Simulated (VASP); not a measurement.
Input of a VASP 6.6.1 run:

Contents of INCAR:

```
ALGO = Normal ; EDIFF = 1E-6
ENCUT = 500 ; GGA = RP
GGA_COMPAT = False ; ISIF = 2
ISMEAR = 0 ; LASPH = True
LCHARG = False ; LREAL = False
LWAVE = False ; NBANDS = 23
NELM = 120 ; PREC = Accurate
SIGMA = 0.1
```

Contents of KPOINTS:

```
k-points
0
Gamma
  12 12 12
```

Contents of POSCAR:

```
CdS3
1.0
    4.2011532855      0.0000000000      0.0000000000
    0.0000000000      4.2011532855      0.0000000000
    0.0000000000      0.0000000000      4.2011532855
Cd S
1 3
Direct
    0.0000000000      0.0000000000      0.0000000000
    0.0000000000      0.5000000000      0.5000000000
    0.5000000000      0.0000000000      0.5000000000
    0.5000000000      0.5000000000      0.0000000000
```

Potentials or basis: VASP PAW PBE potentials, release 64 (Cd, S).

Launch:

```sh
$ cat potpaw_PBE.64/Cd/POTCAR potpaw_PBE.64/S/POTCAR > POTCAR
$ mpirun -np 1 vasp_std > vasp.out
```

Estimate the band gap on the k mesh.

zero (band 15 reaches 6.32 eV, above the bottom of band 16 at 4.73 eV).

Predict the pressure.

2.6 GPa.

Caveat: the PAW data sets were made with another functional, which shifts forces and pressure a little.
